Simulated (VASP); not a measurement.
# Ti2TeSe (P-3m1) in VASP: relaxation of cell and atoms with PBEsol

Aim: the relaxation of cell and atoms of Ti2TeSe with PBEsol.

All numbers are computed with VASP 6.6.1; they aren't measurements. Logs are shortened: lines on timing, memory, paths and dates and some standing lists are left out, and cuts for length are marked.

### 1 The cell of the first run

Symmetry: P-3m1, No. 164, trigonal system. Conventional cell: a = 3.482 Å, b = 3.482 Å, c = 7.164 Å, α = 90.00°, β = 90.00°, γ = 120.00°. Within 3.5 Å of Ti (site symmetry 3m) lie 3 Se at 2.57 Å and 3 Te at 2.83 Å and 6 Ti at 3.48 Å. Te (site symmetry -3m) has 6 Ti at 2.83 Å and 6 Te at 3.48 Å and 2 Se at 3.58 Å within 3.7 Å. Within 3.6 Å of Se (site symmetry -3m) lie 6 Ti at 2.57 Å and 6 Se at 3.48 Å and 2 Te at 3.58 Å.

### 2 Relaxation of cell and atoms, PBEsol

Input file INCAR:

```
ALGO     = Normal         # electronic algorithm
EDIFF    = 1E-6           # SCF threshold, eV
EDIFFG   = -0.005         # ionic threshold
ENCUT    = 600            # plane-wave cutoff, eV
GGA      = PS             # functional
IBRION   = 2              # ionic algorithm
ISIF     = 3              # what is computed and relaxed
ISMEAR   = 0              # smearing method
LASPH    = T              # aspherical terms in the spheres
LCHARG   = F              # write CHGCAR
LREAL    = F              # projectors in reciprocal space
LWAVE    = F              # write WAVECAR
NELM     = 100            # most SCF steps
NSW      = 100            # ionic steps
PREC     = Accurate       # precision mode
SIGMA    = 0.1            # smearing width, eV
```

Input file KPOINTS:

```
k-points
0
Gamma
  15 15 6
```

Input file POSCAR:

```
Ti2TeSe
1.0
    3.4823438919      0.0000000000      0.0000000000
   -1.7411719459      3.0157982752      0.0000000000
    0.0000000000      0.0000000000      7.1640390323
Ti Te Se
2 1 1
Direct
    0.3333333333      0.6666666667      0.2773448067
    0.6666666667      0.3333333333      0.7226551933
    0.0000000000      0.0000000000      0.0000000000
    0.0000000000      0.0000000000      0.5000000000
```

Potentials or basis: VASP PAW PBE potentials, release 64 (Ti_sv, Te, Se).

Command:

```bash
> cat potpaw_PBE.64/Ti_sv/POTCAR potpaw_PBE.64/Te/POTCAR potpaw_PBE.64/Se/POTCAR > POTCAR
> mpirun -np 1 vasp_std > vasp.out
```

OUTCAR:

```text
EDIFF = 1E-6
   EDIFFG = -0.005
   ENCUT = 600
   GGA = PS
   IBRION = 2
   ISIF = 3
   ISMEAR = 0
   LASPH = T
   LREAL = F
   NELM = 100
   NSW = 100
   PREC = Accurate

 ion  position               nearest neighbor table
   1  0.333  0.667  0.277-   4 2.57   4 2.57   4 2.57   3 2.83   3 2.83   3 2.83
   2  0.667  0.333  0.723-   4 2.57   4 2.57   4 2.57   3 2.83   3 2.83   3 2.83
   3  0.000  0.000  0.000-   1 2.83   2 2.83   2 2.83   1 2.83   2 2.83   1 2.83
   4  0.000  0.000  0.500-   1 2.57   2 2.57   2 2.57   1 2.57   2 2.57   1 2.57

  LATTYP: Found a hexagonal cell.
 ALAT       =     3.4823438919
 C/A-ratio  =     2.0572462843

  Lattice vectors:

 A1 = (   3.4823438919,   0.0000000000,   0.0000000000)
 A2 = (  -1.7411719459,   3.0157982752,   0.0000000000)
 A3 = (   0.0000000000,   0.0000000000,   7.1640390323)

Analysis of symmetry for initial positions (statically):
=====================================================================
 Subroutine PRICEL returns:
 Original cell was already a primitive cell.

 Routine SETGRP: Setting up the symmetry group for a
 hexagonal supercell.

 Subroutine GETGRP returns: Found 12 space group operations
 (whereof 12 operations were pure point group operations)
 out of a pool of 24 trial point group operations.

The static configuration has the point symmetry D_3d.

Analysis of symmetry for dynamics (positions and initial velocities):
=====================================================================
 Subroutine PRICEL returns:
 Original cell was already a primitive cell.

 Routine SETGRP: Setting up the symmetry group for a
 hexagonal supercell.

 Subroutine GETGRP returns: Found 12 space group operations
 (whereof 12 operations were pure point group operations)
 out of a pool of 24 trial point group operations.

The dynamic configuration has the point symmetry D_3d.

 Subroutine INISYM returns: Found 12 space group operations
 (whereof 12 operations are pure point group operations),
 and found     1 'primitive' translations

----------------------------------------------------------------------------------------

                                     Primitive cell

  volume of cell :      75.2371

  direct lattice vectors                    reciprocal lattice vectors
     3.482343892  0.000000000  0.000000000     0.287162908  0.165793582  0.000000000
    -1.741171946  3.015798275  0.000000000     0.000000000  0.331587165  0.000000000
     0.000000000  0.000000000  7.164039032     0.000000000  0.000000000  0.139586062

  length of vectors
     3.482343892  3.482343892  7.164039032     0.331587165  0.331587165  0.139586062

  position of ions in fractional coordinates (direct lattice)
     0.333333333  0.666666667  0.277344807
     0.666666667  0.333333333  0.722655193
     0.000000000  0.000000000  0.000000000
     0.000000000  0.000000000  0.500000000

  ion indices of the primitive-cell ions
   primitive index   ion index
                 1           1
                 2           2
                 3           3
                 4           4

----------------------------------------------------------------------------------------

 KPOINTS: k-points

Automatic generation of k-mesh.
 Grid dimensions read from file:
 generate k-points for:   15   15    6

 Generating k-lattice:

  Cartesian coordinates                     Fractional coordinates (reciprocal lattice)
     0.019144194  0.011052905  0.000000000     0.066666667  0.000000000  0.000000000
     0.000000000  0.022105811  0.000000000     0.000000000  0.066666667  0.000000000
     0.000000000  0.000000000  0.023264344     0.000000000  0.000000000  0.166666667

  Length of vectors
     0.022105811  0.022105811  0.023264344

  Shift w.r.t. Gamma in fractional coordinates (k-lattice)
     0.000000000  0.000000000  0.000000000

 Subroutine IBZKPT returns following result:
 ===========================================

 Found    146 irreducible k-points:

 Following reciprocal coordinates:
            Coordinates               Weight
  0.000000  0.000000  0.000000      1.000000
  0.066667  0.000000  0.000000      6.000000
  0.133333  0.000000  0.000000      6.000000
  0.200000  0.000000  0.000000      6.000000
  0.266667  0.000000  0.000000      6.000000
  0.333333  0.000000  0.000000      6.000000
[... 16 lines left out ...]
  0.333333  0.200000  0.000000     12.000000
  0.400000  0.200000  0.000000      6.000000
 [... further k-points ...]
   k-points           NKPTS =    146   k-points in BZ     NKDIM =    146   number of bands    NBANDS=     22
   number of dos      NEDOS =    301   number of ions     NIONS =      4
   total plane-waves  NPLWV =  47040
   dimension x,y,z NGX =    28 NGY =   28 NGZ =   60
   dimension x,y,z NGXF=    56 NGYF=   56 NGZF=  120
   ions per type =               2   1   1
   NGX,Y,Z   is equivalent  to a cutoff of  13.37, 13.37, 13.92 a.u.
   NGXF,Y,Z  is equivalent  to a cutoff of  26.73, 26.73, 27.85 a.u.
 SYSTEM =  unknown system
   PREC   = accura    normal or accurate (medium, high low for compatibility)
   ISTART =      0    job   : 0-new  1-cont  2-samecut
   ICHARG =      2    charge: 1-file 2-atom 10-const
   ISPIN  =      1    spin polarized calculation?
   LNONCOLLINEAR =      F non collinear calculations
   LSORBIT =      F    spin-orbit coupling
   LASPH  =      T    aspherical Exc in radial PAW
   ENCUT  =  600.0 eV  44.10 Ry    6.64 a.u.   6.96  6.96 14.31*2*pi/ulx,y,z
   NELM   =    100;   NELMIN=  2; NELMDL= -5     # of ELM steps
   EDIFF  = 0.1E-05   stopping-criterion for ELM
   LREAL  =      F    real-space projection
   EDIFFG = -.5E-02   stopping-criterion for IOM
   NSW    =    100    number of steps for IOM
   IBRION =      2    ionic relax: 0-MD 1-quasi-New 2-CG
   NFREE  =      1    steps in history (QN), initial steepest desc. (CG)
   ISIF   =      3    stress and relaxation
   ISYM   =      2    0-nonsym 1-usesym 2-fastsym
   POTIM  = 0.5000    time-step for ionic-motion
   TEBEG  =    0.0;   TEEND  =   0.0 temperature during run
   PSTRESS=    0.0 pullay stress
   NELECT =      36.0000    total number of electrons
   NUPDOWN=      -1.0000    fix difference up-down
   EMIN   =  10.00;   EMAX   =-10.00  energy-range for DOS
   EFERMI =   0.00;   METHOD = LEGACY
   ISMEAR =     0;   SIGMA  =   0.10  broadening in eV -4-tet -1-fermi 0-gaus
   EFERMI_NEDOS =   21; number of points for ismear=-14 and -15
   IALGO  =     38    algorithm
   IMIX   =      4    mixing-type and parameters
     AMIX     =   0.40;   BMIX     =  1.00
     AMIX_MAG =   1.60;   BMIX_MAG =  1.00
  volume/ion in A,a.u.               =      18.81       126.93
  Fermi-wavevector in a.u.,A,eV,Ry     =   1.280457  2.419713 22.307710  1.639570
  Thomas-Fermi vector in A             =   2.412884
   LORBIT       =      0    0 simple, 1 ext, 2 COOP (PROOUT), +10 PAW based schemes
   GGA     = PS    functional components
   LHFCALC =     F    Hartree Fock is set to
   AEXX    =    0.0000 exact exchange contribution
   IVDW    =     0    specifies the selected vdW correction
   LEPSILON=     F    determine dielectric tensor
   LRPA    =     F    only Hartree local field effects (RPA)
 conjugate gradient relaxation of ions
 non-spin polarized calculation
 Gauss-broadening in eV      SIGMA  =   0.10
  energy-cutoff  :      600.00
  volume of cell :       75.24
 maximum number of plane-waves:      2534
   NGX = 13   NGY = 13   NGZ = 29

--------------------------------------- Ionic step        1  -------------------------------------------

 number of electron      35.9999996 magnetization

 Free energy of the ion-electron system (eV)
  ---------------------------------------------------
  ext. energy  EPLUGINS =         0.00000000
  ---------------------------------------------------
  free energy    TOTEN  =       -26.86309361 eV

  energy without entropy =      -26.84250602  energy(sigma->0) =      -26.85279982

------------------------ aborting loop because EDIFF is reached ----------------------------------------

  FORCE on cell =-STRESS in cart. coord.  units (eV):
  Direction    XX          YY          ZZ          XY          YZ          ZX
  --------------------------------------------------------------------------------------
  -------------------------------------------------------------------------------------
  Total        0.1714560      0.1714560     -0.0059368      0.0000000      0.0000000     -0.0000000
  in kB        3.6511652      3.6511652     -0.1264245      0.0000000      0.0000000     -0.0000000
  external PRESSURE =       2.3919687 kB  Pullay stress =       0.0000000 kB
[... 95 lines left out ...]
  FREE ENERGIE OF THE ION-ELECTRON SYSTEM (eV)
  ---------------------------------------------------
  free  energy   TOTEN  =       -26.8634006189 eV

  energy  without entropy=      -26.8424202349  energy(sigma->0) =      -26.85291043

[... ionic steps 4 to 9 ...]

--------------------------------------- Ionic step       10  -------------------------------------------

 number of electron      35.9999996 magnetization

------------------------ aborting loop because EDIFF is reached ----------------------------------------

  FORCE on cell =-STRESS in cart. coord.  units (eV):
  Direction    XX          YY          ZZ          XY          YZ          ZX
  --------------------------------------------------------------------------------------
  -------------------------------------------------------------------------------------
  Total       -0.0607166     -0.0607166     -0.0236049     -0.0000000      0.0000000     -0.0000000
  in kB       -1.2872929     -1.2872929     -0.5004639     -0.0000000      0.0000000     -0.0000000
  external PRESSURE =      -1.0250166 kB  Pullay stress =       0.0000000 kB
[... 61 lines left out ...]
  energy  without entropy=      -26.8414508979  energy(sigma->0) =      -26.85260603

--------------------------------------- Ionic step       12  -------------------------------------------

 number of electron      35.9999997 magnetization

 Free energy of the ion-electron system (eV)
  ---------------------------------------------------
  ext. energy  EPLUGINS =         0.00000000
  ---------------------------------------------------
  free energy    TOTEN  =       -26.86376310 eV

  energy without entropy =      -26.84132069  energy(sigma->0) =      -26.85254189

 E-fermi :   9.3027     XC(G=0): -11.3132

 val. band max:        9.3013730325   @ k =   0.0667   0.0000   0.5000
 cond. band min:       9.3055228829   @ k =  -0.0667   0.2667   0.3333
 fundamental gap:      0.0041498504
 Fermi energy:         9.3027201322

 k-point     1 :       0.0000    0.0000    0.0000
  band No.  band energies     occupation
      1     -47.9001      2.00000
      2     -47.8969      2.00000
      3     -24.4208      2.00000
      4     -24.3664      2.00000
      5     -24.2159      2.00000
      6     -24.2159      2.00000
[... 574 lines left out ...]
      6     -24.2977      2.00000
[... 14 lines left out ...]
     21      10.4048      0.00000
     22      10.5995      0.00000

 [... further k-points ...]
[... 5 lines left out ...]
  --------------------------------------------------------------------------------------
  -------------------------------------------------------------------------------------
  Total       -0.0151575     -0.0151575      0.0089384     -0.0000000      0.0000000     -0.0000000
  in kB       -0.3216171     -0.3216171      0.1896589     -0.0000000      0.0000000     -0.0000000
  external PRESSURE =      -0.1511918 kB  Pullay stress =       0.0000000 kB
[... 19 lines left out ...]
  FREE ENERGIE OF THE ION-ELECTRON SYSTEM (eV)
  ---------------------------------------------------
  free  energy   TOTEN  =       -26.8637630970 eV

  energy  without entropy=      -26.8413206862  energy(sigma->0) =      -26.85254189

 reached required accuracy - stopping structural energy minimisation
```

Wall time 12 min (1 thread of Intel Xeon 6975P-C (Granite Rapids), shared host); peak memory 0.46 GiB.

What came out:

- Free energy: -26.8638 eV
- Relaxed volume: 18.88 Å³/atom
- Relaxed cell: a = 3.496 Å, b = 3.496 Å, c = 7.134 Å, α = 90.00°, β = 90.00°, γ = 120.00°
- Space group after relaxing (to 0.1 Å): P-3m1 (No. 164)
- Energy gained by relaxing: 0.2 meV/atom
- Ionic steps: 12
- Pressure after relaxing: 0.0 GPa
- Band gap on the k mesh: zero (bands 18 and 19 overlap by 0.38 eV)

Step by step:
```tsv
step	energy change (eV)	largest force (eV/Å)	pressure (GPa)	volume (Å³)
1	0.0000	0.0029	0.24	75.24
2	-0.0003	0.0152	-0.15	75.54
3	-0.0003	0.0136	-0.14	75.51
4	-0.0003	0.0126	-0.09	75.48
5	-0.0005	0.0195	-0.02	75.46
6	-0.0005	0.0207	0.01	75.45
7	-0.0005	0.0238	0.04	75.44
8	-0.0006	0.0189	0.02	75.49
9	-0.0006	0.0079	-0.12	75.61
10	-0.0006	0.0119	-0.10	75.57
11	-0.0007	0.0056	-0.06	75.54
12	-0.0007	0.0005	-0.02	75.51
```

Final structure:
```cif
data_structure
_symmetry_space_group_name_H-M 'P 1'
_symmetry_Int_Tables_number 1
_cell_length_a 3.4960
_cell_length_b 3.4960
_cell_length_c 7.1340
_cell_angle_alpha 90.000
_cell_angle_beta 90.000
_cell_angle_gamma 120.000
_cell_volume 75.51
loop_
_atom_site_label
_atom_site_type_symbol
_atom_site_fract_x
_atom_site_fract_y
_atom_site_fract_z
_atom_site_occupancy
Ti1 Ti 0.33333 0.66667 0.27845 1
Ti2 Ti 0.66667 0.33333 0.72155 1
Te1 Te 0.00000 0.00000 0.00000 1
Se1 Se 0.00000 0.00000 0.50000 1
```

Caveat: the PAW data sets were made with another functional, which shifts forces and pressure a little; spin-orbit coupling is left out, which moves the levels of the heavy elements.
